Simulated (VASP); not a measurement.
# Sn (I4_1/amd) in VASP: notebook

Runs on Sn. Level: PBEsol. Tasks: single point.

Program: VASP 6.6.1. These are calculated values, not measurements. Logs are shortened: lines on timing, memory, paths and dates and some standing lists are left out, and cuts for length are marked.

## 1. The cell of the first run

It takes space group I4_1/amd (No. 141, tetragonal). The conventional cell has a = 5.529 Å, b = 5.529 Å, c = 3.333 Å, α = 90.00°, β = 90.00°, γ = 90.00°. Within 3.8 Å of Sn (site symmetry -4m2) lie 10 Sn at 2.89 to 3.73 Å.

## 2. Single point, PBEsol (strain -0.050 along x and y, +0.050 along z)

File INCAR:

```
PREC = Accurate
ENCUT = 520
EDIFF = 1E-7
ISMEAR = 0
SIGMA = 0.15
LREAL = False
LASPH = True
NELM = 100
ALGO = Fast
ISIF = 2
LWAVE = False
LCHARG = False
GGA = PS
NBANDS = 21
```

File KPOINTS:

```
Automatic mesh
0
Gamma
  22 22 22
```

File POSCAR:

```
Sn
1.0
   -2.7644050261      2.7644050261      1.6663349333
    2.7644050261     -2.7644050261      1.6663349333
    2.7644050261      2.7644050261     -1.6663349333
Sn
2
Direct
    0.7500000000      0.2500000000      0.5000000000
    0.0000000000      0.0000000000      0.0000000000
```

Potentials or basis: VASP PAW PBE potentials, release 64 (Sn_d).

Run with:

```console
> cat potpaw_PBE.64/Sn_d/POTCAR > POTCAR
> mpirun -np 1 vasp_std > vasp.out
```

OUTCAR:

```text
PREC = Accurate
   ENCUT = 520
   EDIFF = 1E-7
   ISMEAR = 0
   LREAL = False
   LASPH = True
   NELM = 100
   ISIF = 2
   GGA = PS

 ion  position               nearest neighbor table
   1  0.750  0.250  0.500-   2 2.89   2 2.89   2 2.89   2 2.89   2 3.73   2 3.73   2 3.73   2 3.73

   2  0.000  0.000  0.000-   1 2.89   1 2.89   1 2.89   1 2.89   1 3.73   1 3.73   1 3.73   1 3.73

  LATTYP: Found a body centered tetragonal cell.
 ALAT       =     5.5288100522
 C/A-ratio  =     0.6027824858

  Lattice vectors:

 A1 = (  -2.7644050261,   2.7644050261,   1.6663349333)
 A2 = (   2.7644050261,  -2.7644050261,   1.6663349333)
 A3 = (   2.7644050261,   2.7644050261,  -1.6663349333)

Analysis of symmetry for initial positions (statically):
=====================================================================
 Subroutine PRICEL returns:
 Original cell was already a primitive cell.

 Routine SETGRP: Setting up the symmetry group for a
 body centered tetragonal supercell.

 Subroutine GETGRP returns: Found 16 space group operations
 (whereof  8 operations were pure point group operations)
 out of a pool of 16 trial point group operations.

The static configuration has the point symmetry D_2d.
 The point group associated with its full space group is D_4h.

Analysis of symmetry for dynamics (positions and initial velocities):
=====================================================================
 Subroutine PRICEL returns:
 Original cell was already a primitive cell.

 Routine SETGRP: Setting up the symmetry group for a
 body centered tetragonal supercell.

 Subroutine GETGRP returns: Found 16 space group operations
 (whereof  8 operations were pure point group operations)
 out of a pool of 16 trial point group operations.

The dynamic configuration has the point symmetry D_2d.
 The point group associated with its full space group is D_4h.

 Subroutine INISYM returns: Found 16 space group operations
 (whereof  8 operations are pure point group operations),
 and found     1 'primitive' translations

----------------------------------------------------------------------------------------

                                     Primitive cell

  volume of cell :      50.9361

  direct lattice vectors                    reciprocal lattice vectors
    -2.764405026  2.764405026  1.666334933     0.000000000  0.180870746  0.300059724
     2.764405026 -2.764405026  1.666334933     0.180870746  0.000000000  0.300059724
     2.764405026  2.764405026 -1.666334933     0.180870746  0.180870746  0.000000000

  length of vectors
     4.249769689  4.249769689  4.249769689     0.350357053  0.350357053  0.255789862

  position of ions in fractional coordinates (direct lattice)
     0.750000000  0.250000000  0.500000000
     0.000000000  0.000000000  0.000000000

  ion indices of the primitive-cell ions
   primitive index   ion index
                 1           1
                 2           2

----------------------------------------------------------------------------------------

 KPOINTS: Automatic mesh

Automatic generation of k-mesh.
 Grid dimensions read from file:
 generate k-points for:   22   22   22

 Generating k-lattice:

  Cartesian coordinates                     Fractional coordinates (reciprocal lattice)
     0.000000000  0.008221398  0.013639078     0.045454545 -0.000000000  0.000000000
     0.008221398  0.000000000  0.013639078    -0.000000000  0.045454545  0.000000000
     0.008221398  0.008221398  0.000000000     0.000000000  0.000000000  0.045454545

  Length of vectors
     0.015925321  0.015925321  0.011626812

  Shift w.r.t. Gamma in fractional coordinates (k-lattice)
     0.000000000  0.000000000  0.000000000

 Subroutine IBZKPT returns following result:
 ===========================================

 Found    834 irreducible k-points:

 Following reciprocal coordinates:
            Coordinates               Weight
  0.000000  0.000000  0.000000      1.000000
  0.045455  0.000000  0.000000      8.000000
  0.090909  0.000000  0.000000      8.000000
  0.136364  0.000000  0.000000      8.000000
  0.181818 -0.000000  0.000000      8.000000
  0.227273  0.000000 -0.000000      8.000000
[... 16 lines left out ...]
  0.500000  0.045455  0.000000     16.000000
 -0.454545  0.045455  0.000000     16.000000
 [... further k-points ...]
   k-points           NKPTS =    834   k-points in BZ     NKDIM =    834   number of bands    NBANDS=     21
   number of dos      NEDOS =    301   number of ions     NIONS =      2
   total plane-waves  NPLWV =  32768
   dimension x,y,z NGX =    32 NGY =   32 NGZ =   32
   dimension x,y,z NGXF=    64 NGYF=   64 NGZF=   64
   ions per type =               2
   NGX,Y,Z   is equivalent  to a cutoff of  12.52, 12.52, 12.52 a.u.
   NGXF,Y,Z  is equivalent  to a cutoff of  25.04, 25.04, 25.04 a.u.
 SYSTEM =  unknown system
   PREC   = accura    normal or accurate (medium, high low for compatibility)
   ISTART =      0    job   : 0-new  1-cont  2-samecut
   ICHARG =      2    charge: 1-file 2-atom 10-const
   ISPIN  =      1    spin polarized calculation?
   LNONCOLLINEAR =      F non collinear calculations
   LSORBIT =      F    spin-orbit coupling
   LASPH  =      T    aspherical Exc in radial PAW
   ENCUT  =  520.0 eV  38.22 Ry    6.18 a.u.   7.90  7.90  7.90*2*pi/ulx,y,z
   NELM   =    100;   NELMIN=  2; NELMDL= -5     # of ELM steps
   EDIFF  = 0.1E-06   stopping-criterion for ELM
   LREAL  =      F    real-space projection
   EDIFFG = 0.1E-05   stopping-criterion for IOM
   NSW    =      0    number of steps for IOM
   IBRION =     -1    ionic relax: 0-MD 1-quasi-New 2-CG
   NFREE  =      0    steps in history (QN), initial steepest desc. (CG)
   ISIF   =      2    stress and relaxation
   ISYM   =      2    0-nonsym 1-usesym 2-fastsym
   POTIM  = 0.5000    time-step for ionic-motion
   TEBEG  =    0.0;   TEEND  =   0.0 temperature during run
   PSTRESS=    0.0 pullay stress
   NELECT =      28.0000    total number of electrons
   NUPDOWN=      -1.0000    fix difference up-down
   EMIN   =  10.00;   EMAX   =-10.00  energy-range for DOS
   EFERMI =   0.00;   METHOD = LEGACY
   ISMEAR =     0;   SIGMA  =   0.15  broadening in eV -4-tet -1-fermi 0-gaus
   EFERMI_NEDOS =   21; number of points for ismear=-14 and -15
   IALGO  =     68    algorithm
   IMIX   =      4    mixing-type and parameters
     AMIX     =   0.40;   BMIX     =  1.00
     AMIX_MAG =   1.60;   BMIX_MAG =  1.00
  volume/ion in A,a.u.               =      25.47       171.87
  Fermi-wavevector in a.u.,A,eV,Ry     =   1.341073  2.534260 24.469748  1.798476
  Thomas-Fermi vector in A             =   2.469335
   LORBIT       =      0    0 simple, 1 ext, 2 COOP (PROOUT), +10 PAW based schemes
   GGA     = PS    functional components
   LHFCALC =     F    Hartree Fock is set to
   AEXX    =    0.0000 exact exchange contribution
   IVDW    =     0    specifies the selected vdW correction
   LEPSILON=     F    determine dielectric tensor
   LRPA    =     F    only Hartree local field effects (RPA)
 non-spin polarized calculation
 RMM-DIIS sequential band-by-band and
 Gauss-broadening in eV      SIGMA  =   0.15
  energy-cutoff  :      520.00
  volume of cell :       50.94
 maximum number of plane-waves:      1402
   NGX = 15   NGY = 15   NGZ = 15

 number of electron      27.9999995 magnetization

 Free energy of the ion-electron system (eV)
  ---------------------------------------------------
  ext. energy  EPLUGINS =         0.00000000
  ---------------------------------------------------
  free energy    TOTEN  =        -8.40588757 eV

  energy without entropy =       -8.39666612  energy(sigma->0) =       -8.40127684

 E-fermi :   8.6334     XC(G=0): -10.7469

 val. band max:        8.6329544900   @ k =  -0.0455   0.4091   0.0455
 cond. band min:       8.6401874879   @ k =   0.4091   0.1364   0.0455
 fundamental gap:      0.0072329980
 Fermi energy:         8.6334475291

 k-point     1 :       0.0000    0.0000    0.0000
  band No.  band energies     occupation
      1     -13.1003      2.00000
      2     -12.9334      2.00000
      3     -12.8679      2.00000
      4     -12.8037      2.00000
      5     -12.7319      2.00000
      6     -12.7318      2.00000
[... 13 lines left out ...]
     20      18.6921      0.00000
     21      18.7473      0.00000

 k-point     2 :       0.0455    0.0000    0.0000
  band No.  band energies     occupation
      1     -13.0988      2.00000
      2     -12.9314      2.00000
      3     -12.8662      2.00000
      4     -12.8026      2.00000
      5     -12.7335      2.00000
      6     -12.7315      2.00000
[... 13 lines left out ...]
     20      18.1210      0.00000
     21      18.2075      0.00000

 k-point     3 :       0.0909    0.0000    0.0000
  band No.  band energies     occupation
      1     -13.0941      2.00000
      2     -12.9255      2.00000
      3     -12.8617      2.00000
      4     -12.8005      2.00000
      5     -12.7382      2.00000
      6     -12.7284      2.00000
[... 13 lines left out ...]
     20      17.5046      0.00000
     21      17.8758      0.00000

 k-point     4 :       0.1364    0.0000    0.0000
  band No.  band energies     occupation
      1     -13.0866      2.00000
      2     -12.9161      2.00000
      3     -12.8558      2.00000
      4     -12.8001      2.00000
      5     -12.7449      2.00000
      6     -12.7187      2.00000
[... 13 lines left out ...]
     20      16.9596      0.00000
     21      17.8536      0.00000

 k-point     5 :       0.1818   -0.0000    0.0000
  band No.  band energies     occupation
      1     -13.0768      2.00000
      2     -12.9041      2.00000
      3     -12.8504      2.00000
      4     -12.8028      2.00000
      5     -12.7526      2.00000
      6     -12.7135      2.00000
[... 13 lines left out ...]
     20      16.4874      0.00000
     21      18.0417      0.00000
[... 382 lines left out ...]
     20      17.6568      0.00000
     21      20.2208      0.00000

 k-point    22 :       0.4545    0.0455    0.0000
  band No.  band energies     occupation
      1     -13.0054      2.00000
      2     -12.8909      2.00000
      3     -12.8525      2.00000
      4     -12.8280      2.00000
      5     -12.7515      2.00000
      6     -12.7494      2.00000
[... 13 lines left out ...]
     20      18.5240      0.00000
     21      19.5071      0.00000

 k-point    23 :       0.5000    0.0455    0.0000
  band No.  band energies     occupation
      1     -13.0037      2.00000
      2     -12.8934      2.00000
      3     -12.8521      2.00000
      4     -12.8291      2.00000
      5     -12.7506      2.00000
      6     -12.7484      2.00000
[... 13 lines left out ...]
     20      18.5641      0.00000
     21      19.5162      0.00000

 k-point    24 :      -0.4545    0.0455    0.0000
  band No.  band energies     occupation
      1     -13.0090      2.00000
      2     -12.8858      2.00000
      3     -12.8520      2.00000
      4     -12.8327      2.00000
      5     -12.7530      2.00000
      6     -12.7461      2.00000
[... 13 lines left out ...]
     20      17.7540      0.00000
     21      20.1888      0.00000

 [... further k-points ...]
[... 5 lines left out ...]
  --------------------------------------------------------------------------------------
  -------------------------------------------------------------------------------------
  Total        2.1829216      2.1829216     -0.1274660      0.0000000     -0.0000000      0.0000000
  in kB       68.6630487     68.6630487     -4.0094001      0.0000000     -0.0000000      0.0000000
  external PRESSURE =      44.4388991 kB  Pullay stress =       0.0000000 kB

 VOLUME and BASIS-vectors are now :
 -----------------------------------------------------------------------------
  energy-cutoff  :      520.00
  volume of cell :       50.94
      direct lattice vectors                 reciprocal lattice vectors
    -2.764405026  2.764405026  1.666334933     0.000000000  0.180870746  0.300059724
     2.764405026 -2.764405026  1.666334933     0.180870746  0.000000000  0.300059724
     2.764405026  2.764405026 -1.666334933     0.180870746  0.180870746  0.000000000

 POSITION                                       TOTAL-FORCE (eV/Angst)
 -----------------------------------------------------------------------------------
      0.00000      2.76441      0.83317         0.000000     -0.000000     -0.000000
      0.00000      0.00000      0.00000        -0.000000      0.000000      0.000000
 -----------------------------------------------------------------------------------
    total drift:                                0.000000     -0.000000      0.000000

  FREE ENERGIE OF THE ION-ELECTRON SYSTEM (eV)
  ---------------------------------------------------
  free  energy   TOTEN  =        -8.4058875651 eV

  energy  without entropy=       -8.3966661197  energy(sigma->0) =       -8.40127684
```

It took 8.3 min on 1 thread of Intel Xeon Platinum 8488C (Sapphire Rapids), shared host; peak memory 0.74 GiB.

Results:

* Free energy: -8.4059 eV
* Pressure: 4.4 GPa
* Band gap on the k mesh: zero (bands 14 and 15 overlap by 5.77 eV)

Caveat: the cell differs from its parent crystal (strain -0.050 along x and y, +0.050 along z); the stress differs along the axes, from -0 to 7 GPa; the PAW data sets were made with another functional, which shifts forces and pressure a little; spin-orbit coupling is left out, which moves the levels of the heavy elements.

## 3. Single point, PBEsol (strain +0.000 along x and y, -0.050 along z)

File INCAR:

```
PREC     = Accurate       # precision mode
ENCUT    = 520            # plane-wave cutoff, eV
EDIFF    = 1E-6           # SCF threshold, eV
ISMEAR   = 0              # smearing method
SIGMA    = 0.15           # smearing width, eV
LREAL    = False          # projectors in reciprocal space
LASPH    = True           # aspherical terms in the spheres
NELM     = 100            # most SCF steps
ALGO     = Fast           # electronic algorithm
ISIF     = 2              # what is computed and relaxed
LWAVE    = False          # write WAVECAR
LCHARG   = False          # write CHGCAR
GGA      = PS             # functional
NBANDS   = 21             # bands
```

KPOINTS is that of step 2.

File POSCAR:

```
Sn
1.0
   -2.9099000275      2.9099000275      1.5076363683
    2.9099000275     -2.9099000275      1.5076363683
    2.9099000275      2.9099000275     -1.5076363683
Sn
2
Direct
    0.7500000000      0.2500000000      0.5000000000
    0.0000000000      0.0000000000      0.0000000000
```

Potentials or basis: VASP PAW PBE potentials, release 64 (Sn_d).

Run with:

```console
> cat potpaw_PBE.64/Sn_d/POTCAR > POTCAR
> mpirun -np 1 vasp_std > vasp.out
```

OUTCAR:

```text
PREC = Accurate
   ENCUT = 520
   EDIFF = 1E-6
   ISMEAR = 0
   LREAL = False
   LASPH = True
   NELM = 100
   ISIF = 2
   GGA = PS

 ion  position               nearest neighbor table
   1  0.750  0.250  0.500-   2 3.01   2 3.01   2 3.01   2 3.01   2 3.69   2 3.69   2 3.69   2 3.69

   2  0.000  0.000  0.000-   1 3.01   1 3.01   1 3.01   1 3.01   1 3.69   1 3.69   1 3.69   1 3.69

  LATTYP: Found a body centered tetragonal cell.
 ALAT       =     5.8198000550
 C/A-ratio  =     0.5181058985

  Lattice vectors:

 A1 = (  -2.9099000275,   2.9099000275,   1.5076363683)
[... 193 lines left out ...]
      4     -12.9019      2.00000
      5     -12.6900      2.00000
      6     -12.6900      2.00000
[... 565 lines left out ...]
     20      17.0996      0.00000
     21      18.9525      0.00000

 [... further k-points ...]
[... 5 lines left out ...]
  --------------------------------------------------------------------------------------
  -------------------------------------------------------------------------------------
  Total        0.6657629      0.6657629      1.9411349      0.0000000      0.0000000      0.0000000
  in kB       20.8889912     20.8889912     60.9050874      0.0000000      0.0000000      0.0000000
  external PRESSURE =      34.2276899 kB  Pullay stress =       0.0000000 kB

 VOLUME and BASIS-vectors are now :
 -----------------------------------------------------------------------------
  energy-cutoff  :      520.00
  volume of cell :       51.06
      direct lattice vectors                 reciprocal lattice vectors
    -2.909900027  2.909900027  1.507636368     0.000000000  0.171827209  0.331644958
     2.909900027 -2.909900027  1.507636368     0.171827209  0.000000000  0.331644958
     2.909900027  2.909900027 -1.507636368     0.171827209  0.171827209  0.000000000

 POSITION                                       TOTAL-FORCE (eV/Angst)
 -----------------------------------------------------------------------------------
      0.00000      2.90990      0.75382        -0.000000      0.000000      0.000000
      0.00000      0.00000      0.00000         0.000000     -0.000000     -0.000000
 -----------------------------------------------------------------------------------
    total drift:                               -0.000000      0.000000     -0.000000

  FREE ENERGIE OF THE ION-ELECTRON SYSTEM (eV)
  ---------------------------------------------------
  free  energy   TOTEN  =        -8.4826405268 eV

  energy  without entropy=       -8.4728423401  energy(sigma->0) =       -8.47774143
```

stdout:

```text
POSCAR found type information on POSCAR Sn
 POSCAR found :  1 types and       2 ions
 scaLAPACK will be used
 -----------------------------------------------------------------------------
|                                                                             |
|                                                                             |
|     You enforced a specific xc type in the INCAR file but a different       |
|     I HOPE YOU KNOW WHAT YOU ARE DOING!                                     |
|                                                                             |
 -----------------------------------------------------------------------------

 LDA part: xc-table for (Slater+PW92), standard interpolation
 POSCAR, INCAR and KPOINTS ok, starting setup
 FFT: planning ... GRIDC
 FFT: planning ... GRID_SOFT
 FFT: planning ... GRID
 WAVECAR not read
 entering main loop
WARNING in EDDRMM: call to ZHEGV failed, returncode =   8  4     20
WARNING in EDDRMM: call to ZHEGV failed, returncode =   8  4     20
WARNING in EDDRMM: call to ZHEGV failed, returncode =   6  3     21
WARNING in EDDRMM: call to ZHEGV failed, returncode =   6  3     19
WARNING in EDDRMM: call to ZHEGV failed, returncode =   6  3     17
WARNING in EDDRMM: call to ZHEGV failed, returncode =   6  3     18
WARNING in EDDRMM: call to ZHEGV failed, returncode =   6  3     19
WARNING in EDDRMM: call to ZHEGV failed, returncode =   8  4     17
WARNING in EDDRMM: call to ZHEGV failed, returncode =   8  4     18
```

Run time: 12 min. Hardware: 1 thread of Intel Xeon Platinum 8488C (Sapphire Rapids), shared host; peak memory 0.76 GiB.

What came out:

* Free energy: -8.4826 eV
* Pressure: 3.4 GPa
* Band gap on the k mesh: zero (bands 14 and 15 overlap by 4.36 eV)

Caveat: the cell differs from its parent crystal (strain +0.000 along x and y, -0.050 along z); the cell stands under pressure; the PAW data sets were made with another functional, which shifts forces and pressure a little; spin-orbit coupling is left out, which moves the levels of the heavy elements.
